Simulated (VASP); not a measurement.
A run of VASP 6.6.1 is set up as follows.

POSCAR

```
C
1.0
    0.0000000000      2.1267565393      3.5617636578
    1.2279212043      0.0000000000      3.5617636578
    1.2279212043      2.1267565393      0.0000000000
C
2
Direct
    0.1667039277      0.8332960723      0.1667039277
    0.8332960723      0.1667039277      0.8332960723
```

The input INCAR.step1:

```
ALGO = Normal
EDIFF = 1E-4
ENCUT = 520
GGA = PE
ISMEAR = 0
LASPH = True
LCHARG = False
LREAL = False
LWAVE = True
NBANDS = 11
NELM = 100
PREC = Accurate
SIGMA = 0.02
```

File INCAR.step2:

```
ALGO = Normal
EDIFF = 1E-6
ENCUT = 520
ISIF = 2
ISMEAR = 0
ISTART = 1
LASPH = True
LCHARG = True
LELF = True
LMIXTAU = True
LREAL = False
LVHAR = True
LWAVE = False
METAGGA = R2SCAN
NBANDS = 11
NELM = 100
PREC = Accurate
SIGMA = 0.02
```

File KPOINTS:

```
k-points
0
Gamma
  14 14 14
```

Potentials or basis: VASP PAW PBE potentials, release 64 (C).

Launch:

```bash
$ cat potpaw_PBE.64/C/POTCAR > POTCAR
$ cp INCAR.step1 INCAR
$ mpirun -np 1 vasp_std > vasp.out
$ cp INCAR.step2 INCAR
$ mpirun -np 1 vasp_std > vasp.out
```

Question: What does it give for the pressure?

Answer: 0.6 GPa.

Stress tensor (GPa, compression positive):
```
 1.02  0.00  0.00
 0.00  1.01  0.00
 0.00  0.00 -0.08
```

Caveat: the PAW data sets were made with another functional, which shifts forces and pressure a little.
